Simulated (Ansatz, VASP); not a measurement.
CaY3Cl2 in VASP and in Ansatz

File INCAR:

```
PREC     = Accurate       # precision mode
ENCUT    = 600            # plane-wave cutoff, eV
EDIFF    = 1E-7           # SCF threshold, eV
ISMEAR   = 0              # smearing method
SIGMA    = 0.1            # smearing width, eV
LREAL    = False          # projectors in reciprocal space
LASPH    = True           # aspherical terms in the spheres
NELM     = 100            # most SCF steps
ALGO     = Normal         # electronic algorithm
ISIF     = 3              # what is computed and relaxed
LWAVE    = False          # write WAVECAR
LCHARG   = False          # write CHGCAR
GGA      = PE             # functional
IBRION   = 2              # ionic algorithm
NSW      = 100            # ionic steps
EDIFFG   = -0.01          # ionic threshold
```

The input KPOINTS:

```
Automatic mesh
0
Gamma
  6 6 10
```

File POSCAR:

```
CaY3Cl2
1.0
    7.2490944418      0.0000000000      0.0000000000
   -3.6245472209      6.2778999410      0.0000000000
    0.0000000000      0.0000000000      3.6760708529
Ca Y Cl
1 3 2
Direct
    0.0000000000      0.0000000000      0.0000000000
    0.5000000000      0.0000000000      0.5000000000
    0.0000000000      0.5000000000      0.5000000000
    0.5000000000      0.5000000000      0.5000000000
    0.6666666667      0.3333333333      0.0000000000
    0.3333333333      0.6666666667      0.0000000000
```

Input for Ansatz:

```yaml
crystal:
  lattice:
    - [7.2490944418, 0.0, 0.0]
    - [-3.6245472209, 6.277899941, 0.0]
    - [0.0, 0.0, 3.6760708529]
  atoms:
    - { symbol: Ca, position: [0.0, 0.0, 0.0] }
    - { symbol: "Y", position: [0.5, 0.0, 0.5] }
    - { symbol: "Y", position: [0.0, 0.5, 0.5] }
    - { symbol: "Y", position: [0.5, 0.5, 0.5] }
    - { symbol: Cl, position: [0.6666666667, 0.3333333333, 0.0] }
    - { symbol: Cl, position: [0.3333333333, 0.6666666667, 0.0] }
basis:
  ecutwfc: 420
kpoints:
  mp_grid: { grid: [6, 6, 10] }
hamiltonian:
  xc: pbe
scf:
  occupations: { method: gaussian, width: 0.1 }
output:
  forces: true
  stress: true
  eigenvalues: true
  write_density: true
  write_potential: true
  elf: true
  volumetric_format: npy
relax:
  adjacent_minimum: "off"
  f_tol: 0.01
  max_steps: 80
  cell: { stress_tol: 0.05 }
```

Change from the starting cell: species swapped into the CeSi2Ir3 type (P6/mmm, No. 191).

Alike in both runs: task relaxation of cell and atoms; functional PBE; k mesh 6 × 6 × 10; occupations gaussian, width 0.1 eV; no spin polarisation.

|  | VASP | Ansatz |
| --- | --- | --- |
| version | VASP 6.6.1 | Ansatz 0.2.0 |
| potentials or method | VASP PAW PBE potentials, release 64 (Ca_sv, Y_sv, Cl), cutoff 600 eV | scalar-relativistic, plane waves, PAW |
| valence electrons in the cell | 57 | 57 |

VASP gave:

```
gap on the k mesh at the Fermi level, each at its own relaxed structure (eV) : none
relaxed volume (Å³/atom)                                                     : 27.99
relaxed cell length with the largest relative difference (Å)                 : 7.255
```

Task: Which values does Ansatz return?

Result: gap on the k mesh at the Fermi level, each at its own relaxed structure (eV): none; relaxed volume (Å³/atom): 27.95; relaxed cell length with the largest relative difference (Å): 7.249.

A gap of «none» marks a metal or a gap that the smearing closes.
